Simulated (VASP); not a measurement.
# PtS2: single point with PBE

The system is PtS2.

```
Pt S
1.0
     3.52230    0.00000    0.00000
    -1.76115    3.05037    0.00000
     0.00000    0.00000    5.01480
Pt S
1 2
Direct
  0.00000 0.00000 0.00000
  0.34500 0.66700 0.23000
  0.61100 0.32242 0.76946
```

```
Program             : VASP 6.6.1
Task                : single point
Functional          : PBE
Potentials or basis : VASP PAW PBE potentials, release 64 (Pt, S)
Cutoff              : 500 eV
k mesh              : 2 × 2 × 2
Occupations         : gaussian, width 0.01 eV
Spin                : no spin polarisation
```

| Property | Result |
| --- | --- |
| Pressure | 10.0 GPa |
| Largest force | 2.499 eV/Å |
| Band gap on the k mesh | 1.48 eV, indirect (least direct gap 2.10 eV) |

Forces on the atoms (eV/Å):
```
Pt  -2.076 -0.784  0.343
S   -0.296  0.022 -0.152
S    2.372  0.763 -0.190
```

Stress tensor (GPa, compression positive):
```
11.04  3.10 -8.72
 3.10  8.98 -2.48
-8.72 -2.48 10.11
```

Levels at points of the mesh, in eV from the valence-band top:
```
           k point  band 8  band 9  band 10  band 11  band 12  band 13  band 14  band 15
(0.00, 0.00, 0.00)   -1.96   -1.27    -0.74     0.00     2.10     2.77     4.80     5.94
(0.50, 0.00, 0.00)   -3.54   -3.33    -3.17    -2.35     2.20     2.59     5.40     6.44
(0.00, 0.50, 0.00)   -3.25   -3.13    -3.01    -2.36     1.74     2.77     5.82     6.51
(0.50, 0.50, 0.00)   -3.27   -3.04    -2.80    -2.38     1.48     3.07     5.85     6.68
(0.00, 0.00, 0.50)   -2.49   -1.41    -1.08    -0.90     2.68     3.16     5.54     7.50
(0.50, 0.00, 0.50)   -3.50   -3.00    -2.80    -1.69     1.78     2.53     5.79     5.85
(0.00, 0.50, 0.50)   -3.25   -3.06    -2.61    -1.23     1.87     2.62     5.37     5.45
(0.50, 0.50, 0.50)   -3.12   -3.01    -2.64    -1.05     2.14     2.55     5.13     5.36
```

Wall time 7.1 s on 1 thread of Intel(R) Xeon(R) 6975P-C (Granite Rapids), with other jobs on the host, peak memory 0.17 GiB.

Caveat: the k points lie up to 1.03 Å⁻¹ apart; spin-orbit coupling is left out, which moves the levels of the heavy elements; forces of over 1 eV/Å act on the atoms, so gaps and moduli don't describe the material at rest. A k mesh can miss the band edges.
